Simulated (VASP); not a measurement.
# GaMo (Pmmn) in VASP: relaxation of cell and atoms with PBE

Aim: the relaxation of cell and atoms of GaMo with PBE.

Everything below comes from runs of VASP 6.6.1. Logs are shortened: lines on timing, memory, paths and dates and some standing lists are left out, and cuts for length are marked.

## (1) The cell of the first run

It takes space group Pmmn (No. 59, orthorhombic). Conventional cell: a = 2.817 Å, b = 5.620 Å, c = 4.431 Å, α = 90.00°, β = 90.00°, γ = 90.00°. Ga (site symmetry mm2) has 2 Mo at 2.14 to 2.29 Å and 2 Ga at 2.82 Å within 2.9 Å. Mo (site symmetry mm2) has 2 Ga at 2.14 to 2.29 Å and 2 Mo at 2.82 Å within 2.9 Å.

The cell was generated, and may not be a known phase.

## (2) Relaxation of cell and atoms, PBE

Contents of INCAR:

```
PREC = Accurate
ENCUT = 600
EDIFF = 1E-6
ISMEAR = 0
SIGMA = 0.2
LREAL = False
LASPH = True
NELM = 80
ALGO = Normal
ISIF = 3
LWAVE = False
LCHARG = False
GGA = PE
IBRION = 2
NSW = 36
EDIFFG = -0.08
```

Contents of KPOINTS:

```
regular mesh
0
Gamma
  7 4 5
```

Contents of POSCAR:

```
GaMo
1.0
    2.8165250600      0.0000000000      0.0000000000
    0.0000000000      5.6195919200      0.0000000000
    0.0000000000      0.0000000000      4.4312143400
Ga Mo
2 2
Direct
    0.5000000000      0.0000000000      0.0503881100
    0.0000000000      0.5000000000      0.9496118900
    0.5000000000      0.0000000000      0.5336079500
    0.0000000000      0.5000000000      0.4663920500
```

Potentials or basis: VASP PAW PBE potentials, release 64 (Ga_d, Mo_sv).

On the command line:

```bash
$ cat potpaw_PBE.64/Ga_d/POTCAR potpaw_PBE.64/Mo_sv/POTCAR > POTCAR
$ mpirun -np 1 vasp_std > vasp.out
```

OUTCAR:

```text
PREC = Accurate
   ENCUT = 600
   EDIFF = 1E-6
   ISMEAR = 0
   LREAL = False
   LASPH = True
   NELM = 80
   ISIF = 3
   GGA = PE
   IBRION = 2
   NSW = 36
   EDIFFG = -0.08

 ion  position               nearest neighbor table
   1  0.500  0.000  0.050-   3 2.14   3 2.29
   2  0.000  0.500  0.950-   4 2.14   4 2.29
   3  0.500  0.000  0.534-   1 2.14   1 2.29   4 3.16   4 3.16   4 3.16   4 3.16
   4  0.000  0.500  0.466-   2 2.14   2 2.29   3 3.16   3 3.16   3 3.16   3 3.16

  LATTYP: Found a simple orthorhombic cell.
 ALAT       =     2.8165250600
 B/A-ratio  =     1.5732912882
 C/A-ratio  =     1.9952217006

  Lattice vectors:

 A1 = (  -2.8165250600,   0.0000000000,   0.0000000000)
 A2 = (   0.0000000000,   0.0000000000,   4.4312143400)
 A3 = (   0.0000000000,   5.6195919200,   0.0000000000)

Analysis of symmetry for initial positions (statically):
=====================================================================
 Subroutine PRICEL returns:
 Original cell was already a primitive cell.

 Routine SETGRP: Setting up the symmetry group for a
 simple orthorhombic supercell.

 Subroutine GETGRP returns: Found  8 space group operations
 (whereof  4 operations were pure point group operations)
 out of a pool of  8 trial point group operations.

The static configuration has the point symmetry C_2v.
 The point group associated with its full space group is D_2h.

Analysis of symmetry for dynamics (positions and initial velocities):
=====================================================================
 Subroutine PRICEL returns:
 Original cell was already a primitive cell.

 Routine SETGRP: Setting up the symmetry group for a
 simple orthorhombic supercell.

 Subroutine GETGRP returns: Found  8 space group operations
 (whereof  4 operations were pure point group operations)
 out of a pool of  8 trial point group operations.

The dynamic configuration has the point symmetry C_2v.
 The point group associated with its full space group is D_2h.

 Subroutine INISYM returns: Found  8 space group operations
 (whereof  4 operations are pure point group operations),
 and found     1 'primitive' translations

----------------------------------------------------------------------------------------

                                     Primitive cell

  volume of cell :      70.1360

  direct lattice vectors                    reciprocal lattice vectors
     2.816525060  0.000000000  0.000000000     0.355047436  0.000000000  0.000000000
     0.000000000  5.619591920  0.000000000     0.000000000  0.177948864  0.000000000
     0.000000000  0.000000000  4.431214340     0.000000000  0.000000000  0.225671774

  length of vectors
     2.816525060  5.619591920  4.431214340     0.355047436  0.177948864  0.225671774

  position of ions in fractional coordinates (direct lattice)
     0.500000000  0.000000000  0.050388110
     0.000000000  0.500000000  0.949611890
     0.500000000  0.000000000  0.533607950
     0.000000000  0.500000000  0.466392050

  ion indices of the primitive-cell ions
   primitive index   ion index
                 1           1
                 2           2
                 3           3
                 4           4

----------------------------------------------------------------------------------------

 KPOINTS: regular mesh

Automatic generation of k-mesh.
 Grid dimensions read from file:
 generate k-points for:    7    4    5

 Generating k-lattice:

  Cartesian coordinates                     Fractional coordinates (reciprocal lattice)
     0.050721062  0.000000000  0.000000000     0.142857143  0.000000000  0.000000000
     0.000000000  0.044487216  0.000000000     0.000000000  0.250000000  0.000000000
     0.000000000  0.000000000  0.045134355     0.000000000  0.000000000  0.200000000

  Length of vectors
     0.050721062  0.044487216  0.045134355

  Shift w.r.t. Gamma in fractional coordinates (k-lattice)
     0.000000000  0.000000000  0.000000000

 Subroutine IBZKPT returns following result:
 ===========================================

 Found     36 irreducible k-points:

 Following reciprocal coordinates:
            Coordinates               Weight
  0.000000  0.000000  0.000000      1.000000
  0.142857  0.000000  0.000000      2.000000
  0.285714  0.000000  0.000000      2.000000
  0.428571  0.000000  0.000000      2.000000
  0.000000  0.250000  0.000000      2.000000
  0.142857  0.250000  0.000000      4.000000
[... 16 lines left out ...]
  0.285714  0.500000  0.200000      4.000000
  0.428571  0.500000  0.200000      4.000000
 [... further k-points ...]
   k-points           NKPTS =     36   k-points in BZ     NKDIM =     36   number of bands    NBANDS=     32
   number of dos      NEDOS =    301   number of ions     NIONS =      4
   total plane-waves  NPLWV =  41472
   dimension x,y,z NGX =    24 NGY =   48 NGZ =   36
   dimension x,y,z NGXF=    48 NGYF=   96 NGZF=   72
   ions per type =               2   2
   NGX,Y,Z   is equivalent  to a cutoff of  14.17, 14.20, 13.51 a.u.
   NGXF,Y,Z  is equivalent  to a cutoff of  28.33, 28.40, 27.01 a.u.
 SYSTEM =  unknown system
   PREC   = accura    normal or accurate (medium, high low for compatibility)
   ISTART =      0    job   : 0-new  1-cont  2-samecut
   ICHARG =      2    charge: 1-file 2-atom 10-const
   ISPIN  =      1    spin polarized calculation?
   LNONCOLLINEAR =      F non collinear calculations
   LSORBIT =      F    spin-orbit coupling
   LASPH  =      T    aspherical Exc in radial PAW
   ENCUT  =  600.0 eV  44.10 Ry    6.64 a.u.   5.63 11.22  8.85*2*pi/ulx,y,z
   NELM   =     80;   NELMIN=  2; NELMDL= -5     # of ELM steps
   EDIFF  = 0.1E-05   stopping-criterion for ELM
   LREAL  =      F    real-space projection
   EDIFFG = -.8E-01   stopping-criterion for IOM
   NSW    =     36    number of steps for IOM
   IBRION =      2    ionic relax: 0-MD 1-quasi-New 2-CG
   NFREE  =      1    steps in history (QN), initial steepest desc. (CG)
   ISIF   =      3    stress and relaxation
   ISYM   =      2    0-nonsym 1-usesym 2-fastsym
   POTIM  = 0.5000    time-step for ionic-motion
   TEBEG  =    0.0;   TEEND  =   0.0 temperature during run
   PSTRESS=    0.0 pullay stress
   NELECT =      54.0000    total number of electrons
   NUPDOWN=      -1.0000    fix difference up-down
   EMIN   =  10.00;   EMAX   =-10.00  energy-range for DOS
   EFERMI =   0.00;   METHOD = LEGACY
   ISMEAR =     0;   SIGMA  =   0.20  broadening in eV -4-tet -1-fermi 0-gaus
   EFERMI_NEDOS =   21; number of points for ismear=-14 and -15
   IALGO  =     38    algorithm
   IMIX   =      4    mixing-type and parameters
     AMIX     =   0.40;   BMIX     =  1.00
     AMIX_MAG =   1.60;   BMIX_MAG =  1.00
  volume/ion in A,a.u.               =      17.53       118.33
  Fermi-wavevector in a.u.,A,eV,Ry     =   1.500464  2.835467 30.632067  2.251393
  Thomas-Fermi vector in A             =   2.611961
   LORBIT       =      0    0 simple, 1 ext, 2 COOP (PROOUT), +10 PAW based schemes
   GGA     = PE    functional components
   LHFCALC =     F    Hartree Fock is set to
   AEXX    =    0.0000 exact exchange contribution
   IVDW    =     0    specifies the selected vdW correction
   LEPSILON=     F    determine dielectric tensor
   LRPA    =     F    only Hartree local field effects (RPA)
 conjugate gradient relaxation of ions
 non-spin polarized calculation
 Gauss-broadening in eV      SIGMA  =   0.20
  energy-cutoff  :      600.00
  volume of cell :       70.14
 maximum number of plane-waves:      2365
 NGX is ok and might be reduce to    24
   NGX = 11   NGY = 23   NGZ = 17

--------------------------------------- Ionic step        1  -------------------------------------------

 number of electron      53.9999997 magnetization

 Free energy of the ion-electron system (eV)
  ---------------------------------------------------
  ext. energy  EPLUGINS =         0.00000000
  ---------------------------------------------------
  free energy    TOTEN  =       -21.49333225 eV

  energy without entropy =      -21.43676960  energy(sigma->0) =      -21.46505093

------------------------ aborting loop because EDIFF is reached ----------------------------------------

  FORCE on cell =-STRESS in cart. coord.  units (eV):
  Direction    XX          YY          ZZ          XY          YZ          ZX
  --------------------------------------------------------------------------------------
  -------------------------------------------------------------------------------------
  Total       -7.6860960     -7.9006642     45.0730824      0.0000000      0.0000000      0.0000000
  in kB     -175.5800748   -180.4816410   1029.6430322      0.0000000      0.0000000      0.0000000
  external PRESSURE =     224.5271055 kB  Pullay stress =       0.0000000 kB
[... 95 lines left out ...]
  FREE ENERGIE OF THE ION-ELECTRON SYSTEM (eV)
  ---------------------------------------------------
  free  energy   TOTEN  =       -23.8198830808 eV

  energy  without entropy=      -23.7349677959  energy(sigma->0) =      -23.77742544

 E-fermi :  10.5046     XC(G=0): -13.0265

 val. band max:       10.5005094445   @ k =   0.0000   0.0000   0.2000
 cond. band min:      10.5610547144   @ k =   0.2857   0.5000   0.0000
 fundamental gap:      0.0605452699
 Fermi energy:        10.5046231070

 k-point     1 :       0.0000    0.0000    0.0000
  band No.  band energies     occupation
      1     -50.2560      2.00000
      2     -49.8402      2.00000
      3     -24.6929      2.00000
      4     -24.4539      2.00000
      5     -24.3755      2.00000
      6     -23.9884      2.00000
[... 829 lines left out ...]
     31      13.1656      0.00000
     32      13.1656      0.00000

 [... further k-points ...]

[... ionic steps 4 to 32 ...]

--------------------------------------- Ionic step       33  -------------------------------------------

 number of electron      53.9999992 magnetization

------------------------ aborting loop because EDIFF is reached ----------------------------------------
[... 71 lines left out ...]
--------------------------------------- Ionic step       35  -------------------------------------------

 number of electron      53.9999997 magnetization

 Free energy of the ion-electron system (eV)
  ---------------------------------------------------
  ext. energy  EPLUGINS =         0.00000000
  ---------------------------------------------------
  free energy    TOTEN  =       -27.97293167 eV

  energy without entropy =      -27.92869485  energy(sigma->0) =      -27.95081326

 E-fermi :   9.6839     XC(G=0): -12.7181

 val. band max:        9.6585244750   @ k =   0.2857   0.2500   0.4000
 cond. band min:       9.7349038157   @ k =   0.2857   0.0000   0.4000
 fundamental gap:      0.0763793407
 Fermi energy:         9.6838877704

 k-point     1 :       0.0000    0.0000    0.0000
  band No.  band energies     occupation
      1     -51.1492      2.00000
      2     -50.8847      2.00000
      3     -25.4123      2.00000
      4     -25.3981      2.00000
      5     -25.2603      2.00000
      6     -24.9363      2.00000
[... 829 lines left out ...]
     31      11.7948      0.00000
     32      11.7948      0.00000

 [... further k-points ...]
[... 5 lines left out ...]
  --------------------------------------------------------------------------------------
  -------------------------------------------------------------------------------------
  Total       -0.1793287     -0.0650595     -0.0056964      0.0000000      0.0000000      0.0000000
  in kB       -4.6123187     -1.6733250     -0.1465122      0.0000000      0.0000000      0.0000000
  external PRESSURE =      -2.1440519 kB  Pullay stress =       0.0000000 kB
[... 19 lines left out ...]
  FREE ENERGIE OF THE ION-ELECTRON SYSTEM (eV)
  ---------------------------------------------------
  free  energy   TOTEN  =       -27.9729316728 eV

  energy  without entropy=      -27.9286948488  energy(sigma->0) =      -27.95081326

 reached required accuracy - stopping structural energy minimisation
```

It took 14 min on 1 thread of Intel Xeon 6975P-C (Granite Rapids), shared host; peak memory 0.27 GiB.

What came out:

```
Free energy                           : -27.9729 eV
Relaxed volume                        : 15.57 Å³/atom
Relaxed cell                          : a = 3.315 Å, b = 3.300 Å, c = 5.694 Å, α = 90.00°, β = 90.00°, γ = 90.00°
Space group after relaxing (to 0.1 Å) : P4/nmm (No. 129)
Energy gained by relaxing             : 1619.9 meV/atom
Ionic steps                           : 35
Pressure after relaxing               : -0.2 GPa
Largest force after relaxing          : 0.040 eV/Å
Band gap on the k mesh                : zero (bands 27 and 28 overlap by 1.94 eV)
```

Forces on the atoms (eV/Å):
```
Ga   0.000  0.000  0.040
Ga   0.000  0.000 -0.040
Mo   0.000  0.000  0.003
Mo   0.000  0.000 -0.003
```

Step by step:
| step | energy change (eV) | largest force (eV/Å) | pressure (GPa) | volume (Å³) |
| --- | --- | --- | --- | --- |
| 1 | 0.0000 | 3.0689 | 22.45 | 70.14 |
| 2 | -2.2201 | 0.1444 | -11.50 | 88.87 |
| 3 | -2.3266 | 0.2113 | -12.26 | 87.70 |
| 4 | -2.4393 | 0.3033 | -13.00 | 86.54 |
| 5 | -3.3108 | 1.1460 | -12.09 | 79.40 |
| 6 | -3.0287 | 1.4010 | -2.99 | 75.04 |
| 7 | -3.3485 | 1.2760 | -10.69 | 78.40 |
| 8 | -3.3519 | 1.3246 | -9.78 | 77.86 |
| 9 | -3.8432 | 0.7859 | 4.14 | 67.63 |
| 10 | -3.8673 | 0.8560 | 0.93 | 69.25 |
| 11 | -3.9807 | 0.6512 | 0.44 | 69.04 |
| 12 | -4.1035 | 1.3079 | 0.56 | 68.47 |
| 13 | -4.1924 | 2.9495 | 6.05 | 66.74 |
| 14 | -4.2177 | 2.9545 | 5.68 | 66.81 |
| 15 | -4.3033 | 2.9615 | 5.00 | 67.03 |
| 16 | -4.4869 | 2.9424 | 3.85 | 67.39 |
| 17 | -4.7587 | 3.5560 | 3.10 | 67.81 |
| 18 | -4.9071 | 4.4651 | 3.84 | 67.39 |
| 19 | -5.3196 | 2.7380 | -2.21 | 68.54 |
| 20 | -5.3913 | 2.0129 | -4.40 | 69.07 |
| 21 | -5.5861 | 1.8900 | -3.63 | 68.07 |
| 22 | -6.0397 | 1.5594 | -0.05 | 65.03 |
| 23 | -6.0059 | 1.3550 | 15.55 | 58.76 |
| 24 | -6.2263 | 1.2548 | 5.27 | 62.21 |
| 25 | -6.2289 | 1.2501 | 6.82 | 61.55 |
| 26 | -6.3572 | 0.6176 | -0.10 | 63.18 |
| 27 | -6.3645 | 0.4755 | -1.94 | 63.67 |
| 28 | -6.3987 | 0.4051 | -1.25 | 63.23 |
| 29 | -6.4521 | 0.1190 | 1.07 | 61.92 |
| 30 | -6.4530 | 0.1356 | 1.66 | 61.67 |
| 31 | -6.4719 | 0.0740 | -0.19 | 62.28 |
| 32 | -6.4733 | 0.1060 | -0.87 | 62.50 |
| 33 | -6.4783 | 0.0930 | 0.58 | 62.07 |
| 34 | -6.4783 | 0.0816 | 0.41 | 62.10 |
| 35 | -6.4796 | 0.0395 | -0.21 | 62.29 |

Final structure:
```cif
data_structure
_symmetry_space_group_name_H-M 'P 1'
_symmetry_Int_Tables_number 1
_cell_length_a 3.3155
_cell_length_b 3.2995
_cell_length_c 5.6943
_cell_angle_alpha 90.000
_cell_angle_beta 90.000
_cell_angle_gamma 90.000
_cell_volume 62.29
loop_
_atom_site_label
_atom_site_type_symbol
_atom_site_fract_x
_atom_site_fract_y
_atom_site_fract_z
_atom_site_occupancy
Ga1 Ga 0.50000 0.00000 0.11951 1
Ga2 Ga 0.00000 0.50000 0.88049 1
Mo1 Mo 0.50000 0.00000 0.61670 1
Mo2 Mo 0.00000 0.50000 0.38330 1
```

Caveat: a cell axis changed by over 15 % at a fixed basis, so the end point is rough; the relaxation stopped at a loose force limit of 0.08 eV/Å, so its end isn't a converged minimum.

The gap in the log of VASP goes by the Fermi energy; the results here count the filled bands.